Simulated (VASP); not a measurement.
CuO:

```
Cu O
1.0
     0.00000    2.32725    2.32725
     2.32725    0.00000    2.32725
     2.32725    2.32725    0.00000
Cu O
1 1
Direct
  0.00000 0.00000 0.00000
  0.25000 0.25000 0.25000
```

* Program: VASP 6.6.1
* Task: relaxation of cell and atoms
* Functional: PBE
* Potentials or basis: VASP PAW PBE potentials, release 64 (Cu, O)
* Cutoff: 600 eV
* k mesh: 10 × 10 × 10
* Occupations: fermi-dirac, width 0.05 eV
* Spin: no spin polarisation
* Hubbard terms: Cu d U = 4.5 eV

At the start: pressure -10.5 GPa; volume 12.60 Å³/atom.

**Question.** Where does the relaxation end?

**Answer.** Over 3 steps the energy falls by 43.3 meV/atom and the volume is 11.39 Å³/atom (-9.6 %); space group F-43m (No. 216, to 0.1 Å) before and after.

Step by step:
```tsv
step	energy change (eV)	largest force (eV/Å)	pressure (GPa)	volume (Å³)
1	0.0000	0.0000	-10.46	25.21
2	-0.0825	0.0000	2.71	22.32
3	-0.0866	0.0000	0.10	22.78
```

Final structure:
```
Cu O
1.0
     0.00000    2.24990    2.24990
     2.24990    0.00000    2.24990
     2.24990    2.24990    0.00000
Cu O
1 1
Direct
  0.00000 0.00000 0.00000
  0.25000 0.25000 0.25000
```

Caveat: an odd number of electrons without spin polarisation forces a metal; a magnetic or distorted state may lie lower; U without spin polarisation on a metal has little footing.
